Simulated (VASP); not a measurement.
# HfO2: single point with PBEsol

The system is HfO2, a wire with vacuum.

```
Hf O
1.0
    22.00000    0.00000    0.00000
     0.00000   11.20000    0.00000
     0.00000    0.00000    3.18983
Hf O
5 10
Direct
  0.24841 0.51881 0.50000
  0.37262 0.49058 0.00000
  0.50000 0.50000 0.50000
  0.62738 0.50942 0.00000
  0.75159 0.48119 0.50000
  0.20514 0.57696 0.00000
  0.33180 0.58896 0.50000
  0.45673 0.58394 0.00000
  0.58424 0.59073 0.50000
  0.71062 0.58729 0.00000
  0.28938 0.41271 0.00000
  0.41576 0.40927 0.50000
  0.54327 0.41606 0.00000
  0.66820 0.41104 0.50000
  0.79486 0.42304 0.00000
```

```json
{
 "Program": "VASP 6.6.1",
 "Task": "single point",
 "Functional": "PBEsol",
 "Potentials or basis": "VASP PAW PBE potentials, release 64 (Hf_pv, O)",
 "Cutoff": "520 eV",
 "k mesh": "1 × 1 × 17",
 "Occupations": "gaussian, width 0.05 eV",
 "Spin": "no spin polarisation",
 "Dipole correction": "no",
 "Further INCAR settings": "LREAL = Auto; ALGO = Normal; EDIFF = 1e-06; NBANDS = 68"
}
```

```json
{"Largest force": "0.194 eV/Å", "Band gap on the k mesh": "4.27 eV (least direct gap 4.41 eV)"}
```

Forces on the atoms (eV/Å):
```
Hf   0.078 -0.017  0.000
Hf   0.015  0.039  0.000
Hf   0.000  0.000  0.000
Hf  -0.015 -0.039  0.000
Hf  -0.078  0.017  0.000
O    0.110 -0.069  0.000
O    0.003 -0.188  0.000
O    0.015 -0.193  0.000
O    0.010 -0.184  0.000
O   -0.026 -0.190  0.000
O    0.026  0.190  0.000
O   -0.010  0.184  0.000
O   -0.015  0.193  0.000
O   -0.003  0.188  0.000
O   -0.110  0.069  0.000
```

Levels at points of the mesh, in eV from the valence-band top:
```csv
k point,band 52,band 53,band 54,band 55,band 56,band 57,band 58,band 59
"(0.00, 0.00, 0.00)",-0.43,-0.40,-0.22,-0.14,4.27,4.37,4.64,4.72
```

Run time: 12 min on 1 thread of Intel(R) Xeon(R) Platinum 8488C (Sapphire Rapids), on a shared host, peak memory 0.83 GiB.

Caveat: the PAW data sets were made with another functional, which shifts forces and pressure a little; spin-orbit coupling is left out, which moves the levels of the heavy elements.
